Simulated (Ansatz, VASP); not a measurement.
**MgCdSe in VASP and in Ansatz**

```
Mg Cd Se
1.0
     3.72130    0.00000    0.00000
     0.00000    3.72130    0.00000
     0.00000    0.00000    6.35419
Mg Cd Se
1 1 1
Direct
  0.00000 0.00000 0.00000
  0.00000 0.00000 0.50000
  0.50000 0.50000 0.00000
```

Alike in both runs: task relaxation of cell and atoms; functional PBE; k mesh 6 × 6 × 4; occupations gaussian, width 0.1 eV; no spin polarisation.

|  | VASP | Ansatz |
| --- | --- | --- |
| version | VASP 6.6.1 | Ansatz 0.2.0 |
| potentials or method | VASP PAW PBE potentials, release 64 (Mg, Cd, Se), cutoff 600 eV | scalar-relativistic, plane waves, PAW |
| valence electrons in the cell | 20 | 46 |

Ansatz gave:

```
gap on the k mesh at the Fermi level, each at its own relaxed structure (eV) : 0.21
relaxed volume (Å³/atom)                                                     : 29.33
relaxed cell length with the largest relative difference (Å)                 : 6.354
```

Question: Which values does VASP return?

Answer: gap on the k mesh at the Fermi level, each at its own relaxed structure (eV): 0.18; relaxed volume (Å³/atom): 29.39; relaxed cell length with the largest relative difference (Å): 6.413.

VASP's potentials hold 20 valence electrons a cell and Ansatz's 46, so a difference there can come from the potentials and not from the codes.
